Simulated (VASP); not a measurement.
Here is a VASP 6.6.1 calculation.

The input INCAR:

```
SYSTEM = PbS
PREC = Accurate ; ENCUT = 520
EDIFF = 1E-6 ; ISMEAR = -1
SIGMA = 0.05 ; LREAL = .False.
LASPH = .True. ; NELM = 80
ALGO = Normal ; ISIF = 2
LWAVE = .False. ; LCHARG = .False.
GGA = PE ; NBANDS = 17
```

The input KPOINTS:

```
regular mesh
0
Gamma
  13 13 13
  0 0 0
```

The input POSCAR:

```
PbS
1.0
    0.0000000000      2.8569402313      2.8569402313
    2.8569402313      0.0000000000      2.8569402313
    2.8569402313      2.8569402313      0.0000000000
Pb S
1 1
Direct
    0.0000000000      0.0000000000      0.0000000000
    0.5000000000      0.5000000000      0.5000000000
```

Potentials or basis: VASP PAW PBE potentials, release 64 (Pb_d, S).

Launch:

```sh
$ cat potpaw_PBE.64/Pb_d/POTCAR potpaw_PBE.64/S/POTCAR > POTCAR
$ mpirun -np 1 vasp_std > vasp.out
```

(1) Predict the pressure.

## Answers

(1) 10.9 GPa.

Caveat: the cell stands under pressure.
